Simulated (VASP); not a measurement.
# TiSi4Mo (Cmmm) in VASP: single point with PBE

Aim: the single point of TiSi4Mo with PBE.

All numbers are computed with VASP 6.6.1; they aren't measurements. Logs are shortened: lines on timing, memory, paths and dates and some standing lists are left out, and cuts for length are marked.

### 1 The cell of the first run

It takes space group Cmmm (No. 65, orthorhombic). Conventional cell: a = 4.574 Å, b = 8.022 Å, c = 4.543 Å, α = 90.00°, β = 90.00°, γ = 90.00°. Ti (site symmetry mmm) has 10 Si at 2.63 to 2.66 Å and 4 Mo at 3.22 Å within 3.5 Å. Si (site symmetry m2m) has 9 Si at 2.62 to 3.22 Å and 2 Mo at 2.65 Å and 3 Ti at 2.65 to 2.66 Å within 3.5 Å. Within 3.5 Å of Si (site symmetry m2m) lie 9 Si at 2.63 to 3.22 Å and 2 Ti at 2.63 Å and 3 Mo at 2.64 to 2.68 Å. Mo (site symmetry mmm) has 10 Si at 2.64 to 2.68 Å and 4 Ti at 3.22 Å within 3.5 Å.

### 2 Single point, PBE

POSCAR reads:

```
TiSi4Mo
1.0
    2.2868841000     -4.0108781000      0.0000000000
    2.2868841000      4.0108781000      0.0000000000
    0.0000000000      0.0000000000      4.5431851000
Ti Si Mo
1 4 1
Direct
    0.0000000000      0.0000000000      0.0000000000
    0.3302320000      0.6697680000      0.0000000000
    0.8346700000      0.1653300000      0.5000000000
    0.6697680000      0.3302320000      0.0000000000
    0.1653300000      0.8346700000      0.5000000000
    0.5000000000      0.5000000000      0.5000000000
```

INCAR.step1 reads:

```
ALGO = Fast
EDIFF = 1E-6
ENCUT = 520
GGA = PE
ISIF = 2
ISMEAR = 0
LASPH = True
LCHARG = True
LMAXMIX = 4
LREAL = False
LWAVE = False
NBANDS = 30
NELM = 60
PREC = Accurate
SIGMA = 0.1
```

KPOINTS.step1 reads:

```
k-points
0
Gamma
  10 10 8
```

INCAR.step2 reads:

```
ALGO = Fast
EDIFF = 1E-6
ENCUT = 520
GGA = PE
ICHARG = 11
ISIF = 2
ISMEAR = -5
LASPH = True
LCHARG = False
LMAXMIX = 4
LORBIT = 11
LREAL = False
LWAVE = False
NEDOS = 1001
NELM = 60
PREC = Accurate
SIGMA = 0.1
```

KPOINTS.step2 reads:

```
k-points
0
Gamma
  15 15 12
```

Potentials or basis: VASP PAW PBE potentials, release 64 (Ti_sv, Si, Mo_sv).

Started as:

```bash
cat potpaw_PBE.64/Ti_sv/POTCAR potpaw_PBE.64/Si/POTCAR potpaw_PBE.64/Mo_sv/POTCAR > POTCAR
cp INCAR.step1 INCAR
cp KPOINTS.step1 KPOINTS
mpirun -np 1 vasp_std > vasp.out
cp INCAR.step2 INCAR
cp KPOINTS.step2 KPOINTS
mpirun -np 1 vasp_std > vasp.out
```

OUTCAR:

```text
EDIFF = 1E-6
   ENCUT = 520
   GGA = PE
   ICHARG = 11
   ISIF = 2
   ISMEAR = -5
   LASPH = True
   LORBIT = 11
   LREAL = False
   NELM = 60
   PREC = Accurate

 ion  position               nearest neighbor table
   1  0.000  0.000  0.000-   3 2.63   5 2.63   3 2.63   5 2.63   4 2.65   2 2.65   4 2.66   2 2.66
                             4 2.66   2 2.66
   2  0.330  0.670  0.000-   4 2.62   4 2.62   5 2.63   5 2.63   6 2.65   6 2.65   1 2.65   1 2.66
                             1 2.66   4 2.72
   3  0.835  0.165  0.500-   4 2.63   4 2.63   1 2.63   1 2.63   6 2.64   6 2.64   5 2.65   5 2.66
                             5 2.66   6 2.68
   4  0.670  0.330  0.000-   2 2.62   2 2.62   3 2.63   3 2.63   6 2.65   6 2.65   1 2.65   1 2.66
                             1 2.66   2 2.72
   5  0.165  0.835  0.500-   2 2.63   2 2.63   1 2.63   1 2.63   6 2.64   6 2.64   3 2.65   3 2.66
                             3 2.66   6 2.68
   6  0.500  0.500  0.500-   5 2.64   3 2.64   5 2.64   3 2.64   2 2.65   4 2.65   2 2.65   4 2.65
                             3 2.68   5 2.68

  LATTYP: Found a base centered orthorhombic cell.
 ALAT       =     4.5737682000
 B/A-ratio  =     1.7538615534
 C/A-ratio  =     0.9933133691

  Lattice vectors:

 A1 = (   2.2868841000,  -4.0108781000,   0.0000000000)
 A2 = (   2.2868841000,   4.0108781000,   0.0000000000)
 A3 = (   0.0000000000,   0.0000000000,   4.5431851000)

Analysis of symmetry for initial positions (statically):
=====================================================================
 Subroutine PRICEL returns:
 Original cell was already a primitive cell.

 Routine SETGRP: Setting up the symmetry group for a
 base centered orthorhombic supercell.

 Subroutine GETGRP returns: Found  8 space group operations
 (whereof  8 operations were pure point group operations)
 out of a pool of  8 trial point group operations.

The static configuration has the point symmetry D_2h.

Analysis of symmetry for dynamics (positions and initial velocities):
=====================================================================
 Subroutine PRICEL returns:
 Original cell was already a primitive cell.

 Routine SETGRP: Setting up the symmetry group for a
 base centered orthorhombic supercell.

 Subroutine GETGRP returns: Found  8 space group operations
 (whereof  8 operations were pure point group operations)
 out of a pool of  8 trial point group operations.

The dynamic configuration has the point symmetry D_2h.

 Subroutine INISYM returns: Found  8 space group operations
 (whereof  8 operations are pure point group operations),
 and found     1 'primitive' translations

----------------------------------------------------------------------------------------

                                     Primitive cell

  volume of cell :      83.3439

  direct lattice vectors                    reciprocal lattice vectors
     2.286884100 -4.010878100  0.000000000     0.218638102 -0.124660981  0.000000000
     2.286884100  4.010878100  0.000000000     0.218638102  0.124660981  0.000000000
     0.000000000  0.000000000  4.543185100     0.000000000  0.000000000  0.220109896

  length of vectors
     4.617031733  4.617031733  4.543185100     0.251680313  0.251680313  0.220109896

  position of ions in fractional coordinates (direct lattice)
     0.000000000  0.000000000  0.000000000
     0.330232000  0.669768000  0.000000000
     0.834670000  0.165330000  0.500000000
     0.669768000  0.330232000  0.000000000
     0.165330000  0.834670000  0.500000000
     0.500000000  0.500000000  0.500000000

  ion indices of the primitive-cell ions
   primitive index   ion index
                 1           1
                 2           2
                 3           3
                 4           4
                 5           5
                 6           6

----------------------------------------------------------------------------------------

 KPOINTS: k-points

Automatic generation of k-mesh.
 Grid dimensions read from file:
 generate k-points for:   15   15   12

 Generating k-lattice:

  Cartesian coordinates                     Fractional coordinates (reciprocal lattice)
     0.014575873 -0.008310732  0.000000000     0.066666667  0.000000000  0.000000000
     0.014575873  0.008310732  0.000000000     0.000000000  0.066666667  0.000000000
     0.000000000  0.000000000  0.018342491     0.000000000  0.000000000  0.083333333

  Length of vectors
     0.016778688  0.016778688  0.018342491

  Shift w.r.t. Gamma in fractional coordinates (k-lattice)
     0.000000000  0.000000000  0.000000000

 TETIRR: Found   4050 inequivalent tetrahedra from    16200

 Subroutine IBZKPT returns following result:
 ===========================================

 Found    448 irreducible k-points:

 Following reciprocal coordinates:
            Coordinates               Weight
  0.000000  0.000000  0.000000      1.000000
  0.066667  0.000000  0.000000      4.000000
  0.133333  0.000000  0.000000      4.000000
  0.200000  0.000000  0.000000      4.000000
  0.266667  0.000000  0.000000      4.000000
  0.333333  0.000000  0.000000      4.000000
[... 16 lines left out ...]
  0.133333  0.133333  0.000000      2.000000
  0.200000  0.133333  0.000000      4.000000
 [... further k-points ...]
   k-points           NKPTS =    448   k-points in BZ     NKDIM =    448   number of bands    NBANDS=     25
   number of dos      NEDOS =   1001   number of ions     NIONS =      6
   total plane-waves  NPLWV =  46656
   dimension x,y,z NGX =    36 NGY =   36 NGZ =   36
   dimension x,y,z NGXF=    72 NGYF=   72 NGZF=   72
   ions per type =               1   4   1
   NGX,Y,Z   is equivalent  to a cutoff of  12.96, 12.96, 13.17 a.u.
   NGXF,Y,Z  is equivalent  to a cutoff of  25.93, 25.93, 26.35 a.u.
 SYSTEM =  unknown system
   PREC   = accura    normal or accurate (medium, high low for compatibility)
   ISTART =      0    job   : 0-new  1-cont  2-samecut
   ICHARG =     11    charge: 1-file 2-atom 10-const
   ISPIN  =      1    spin polarized calculation?
   LNONCOLLINEAR =      F non collinear calculations
   LSORBIT =      F    spin-orbit coupling
   LASPH  =      T    aspherical Exc in radial PAW
   ENCUT  =  520.0 eV  38.22 Ry    6.18 a.u.   8.58  8.58  8.45*2*pi/ulx,y,z
   NELM   =     60;   NELMIN=  2; NELMDL=  0     # of ELM steps
   EDIFF  = 0.1E-05   stopping-criterion for ELM
   LREAL  =      F    real-space projection
   EDIFFG = 0.1E-04   stopping-criterion for IOM
   NSW    =      0    number of steps for IOM
   IBRION =     -1    ionic relax: 0-MD 1-quasi-New 2-CG
   NFREE  =      0    steps in history (QN), initial steepest desc. (CG)
   ISIF   =      2    stress and relaxation
   ISYM   =      2    0-nonsym 1-usesym 2-fastsym
   POTIM  = 0.5000    time-step for ionic-motion
   TEBEG  =    0.0;   TEEND  =   0.0 temperature during run
   PSTRESS=    0.0 pullay stress
   NELECT =      42.0000    total number of electrons
   NUPDOWN=      -1.0000    fix difference up-down
   EMIN   =  10.00;   EMAX   =-10.00  energy-range for DOS
   EFERMI =   0.00;   METHOD = LEGACY
   ISMEAR =    -5;   SIGMA  =   0.10  broadening in eV -4-tet -1-fermi 0-gaus
   EFERMI_NEDOS =   21; number of points for ismear=-14 and -15
   IALGO  =     68    algorithm
   IMIX   =      4    mixing-type and parameters
     AMIX     =   0.40;   BMIX     =  1.00
     AMIX_MAG =   1.60;   BMIX_MAG =  1.00
  volume/ion in A,a.u.               =      13.89        93.74
  Fermi-wavevector in a.u.,A,eV,Ry     =   1.302766  2.461872 23.091815  1.697201
  Thomas-Fermi vector in A             =   2.433813
   LORBIT       =     11    0 simple, 1 ext, 2 COOP (PROOUT), +10 PAW based schemes
   GGA     = PE    functional components
   LHFCALC =     F    Hartree Fock is set to
   AEXX    =    0.0000 exact exchange contribution
   IVDW    =     0    specifies the selected vdW correction
   LEPSILON=     F    determine dielectric tensor
   LRPA    =     F    only Hartree local field effects (RPA)
 non-spin polarized calculation
 RMM-DIIS sequential band-by-band and
 Fermi weights with tetrahedron method with Bloechl corrections
  energy-cutoff  :      520.00
  volume of cell :       83.34
 maximum number of plane-waves:      2277

 number of electron      41.9999998 magnetization

 Free energy of the ion-electron system (eV)
  ---------------------------------------------------
  ext. energy  EPLUGINS =         0.00000000
  ---------------------------------------------------
  free energy    TOTEN  =       -43.10087342 eV

  energy without entropy =      -43.10087342  energy(sigma->0) =      -43.10087342

 E-fermi :  10.6698     XC(G=0): -12.0234

 val. band max:       10.7079386650   @ k =  -0.4667   0.4667   0.4167
 cond. band min:      10.6450368472   @ k =   0.2667   0.0667   0.2500
 fundamental gap:     -0.0629018178
 Fermi energy:        10.6698246185

 k-point     1 :       0.0000    0.0000    0.0000
  band No.  band energies     occupation
      1     -49.7841      2.00000
      2     -45.3764      2.00000
      3     -23.9446      2.00000
      4     -23.9185      2.00000
      5     -23.9150      2.00000
      6     -21.7076      2.00000
[... 17 lines left out ...]
     24      13.9033      0.00000
     25      14.1961      0.00000

 k-point     2 :       0.0667    0.0000    0.0000
  band No.  band energies     occupation
      1     -49.7841      2.00000
      2     -45.3763      2.00000
      3     -23.9448      2.00000
      4     -23.9184      2.00000
      5     -23.9152      2.00000
      6     -21.7077      2.00000
[... 17 lines left out ...]
     24      13.7468      0.00000
     25      13.9761      0.00000

 k-point     3 :       0.1333    0.0000    0.0000
  band No.  band energies     occupation
      1     -49.7840      2.00000
      2     -45.3763      2.00000
      3     -23.9452      2.00000
      4     -23.9180      2.00000
      5     -23.9158      2.00000
      6     -21.7082      2.00000
[... 17 lines left out ...]
     24      13.5387      0.00000
     25      13.6636      0.00000

 k-point     4 :       0.2000    0.0000    0.0000
  band No.  band energies     occupation
      1     -49.7840      2.00000
      2     -45.3763      2.00000
      3     -23.9459      2.00000
      4     -23.9174      2.00000
      5     -23.9167      2.00000
      6     -21.7089      2.00000
[... 17 lines left out ...]
     24      13.2811      0.00000
     25      13.3608      0.00000
[... 477 lines left out ...]
 k-point    22 :      -0.0667    0.0667    0.0000
  band No.  band energies     occupation
      1     -49.7841      2.00000
      2     -45.3763      2.00000
      3     -23.9450      2.00000
      4     -23.9185      2.00000
      5     -23.9151      2.00000
      6     -21.7079      2.00000
[... 17 lines left out ...]
     24      13.8219      0.00000
     25      13.8487      0.00000

 k-point    23 :       0.1333    0.1333    0.0000
  band No.  band energies     occupation
      1     -49.7840      2.00000
      2     -45.3763      2.00000
      3     -23.9456      2.00000
      4     -23.9175      2.00000
      5     -23.9169      2.00000
      6     -21.7087      2.00000
[... 17 lines left out ...]
     24      12.9821      0.00000
     25      13.5603      0.00000

 k-point    24 :       0.2000    0.1333    0.0000
  band No.  band energies     occupation
      1     -49.7839      2.00000
      2     -45.3763      2.00000
      3     -23.9462      2.00000
      4     -23.9185      2.00000
      5     -23.9163      2.00000
      6     -21.7093      2.00000
[... 17 lines left out ...]
     24      12.7081      0.00000
     25      13.5447      0.00000

 [... further k-points ...]

------------------------ aborting loop because EDIFF is reached ----------------------------------------

  FORCE on cell =-STRESS in cart. coord.  units (eV):
  Direction    XX          YY          ZZ          XY          YZ          ZX
  --------------------------------------------------------------------------------------
  -------------------------------------------------------------------------------------
  Total       -0.1085279      0.0298254      0.0556338     -0.0000000      0.0000000      0.0000000
  in kB       -2.0863057      0.5733536      1.0694872     -0.0000000      0.0000000      0.0000000
  external PRESSURE =      -0.1478216 kB  Pullay stress =       0.0000000 kB

 VOLUME and BASIS-vectors are now :
 -----------------------------------------------------------------------------
  energy-cutoff  :      520.00
  volume of cell :       83.34
      direct lattice vectors                 reciprocal lattice vectors
     2.286884100 -4.010878100  0.000000000     0.218638102 -0.124660981  0.000000000
     2.286884100  4.010878100  0.000000000     0.218638102  0.124660981  0.000000000
     0.000000000  0.000000000  4.543185100     0.000000000  0.000000000  0.220109896

 POSITION                                       TOTAL-FORCE (eV/Angst)
 -----------------------------------------------------------------------------------
      0.00000      0.00000      0.00000        -0.000000     -0.000000      0.000000
      2.28688      1.36184      0.00000        -0.000000     -0.022450      0.000000
      2.28688     -2.68464      2.27159        -0.000000     -0.006566      0.000000
      2.28688     -1.36184      0.00000        -0.000000      0.022450      0.000000
      2.28688      2.68464      2.27159        -0.000000      0.006566     -0.000000
      2.28688      0.00000      2.27159         0.000000     -0.000000      0.000000
 -----------------------------------------------------------------------------------
    total drift:                                0.000000      0.000000      0.000000

  FREE ENERGIE OF THE ION-ELECTRON SYSTEM (eV)
  ---------------------------------------------------
  free  energy   TOTEN  =       -43.1008734207 eV

  energy  without entropy=      -43.1008734207  energy(sigma->0) =      -43.10087342

 total charge

# of ion       s       p       d       tot
------------------------------------------
    1        2.179   6.173   2.065  10.417
    2        0.757   0.855   0.000   1.612
    3        0.761   0.857   0.000   1.618
    4        0.757   0.855   0.000   1.612
    5        0.761   0.857   0.000   1.618
    6        2.286   6.201   4.039  12.526
--------------------------------------------------
tot          7.499  15.799   6.105  29.403
```

Run time: 48 min. Hardware: 1 thread of Oxide Virtual Turin-like, shared host; peak memory 0.92 GiB.

Results:

```yaml
Valence_electrons_inside_the_program's_atomic_spheres: Ti 10.42; Si 1.61, 1.62 (each value once); Mo 12.53
```

Levels at points of the mesh, in eV from the Fermi level:
```csv
k point,band 18,band 19,band 20,band 21,band 22,band 23,band 24,band 25
"(0.00, 0.00, 0.00)",-1.58,-1.41,-0.99,-0.71,1.58,3.16,3.23,3.53
"(0.00, 0.00, 0.50)",-1.88,-1.45,-1.04,-0.84,-0.74,3.09,3.51,3.72
```
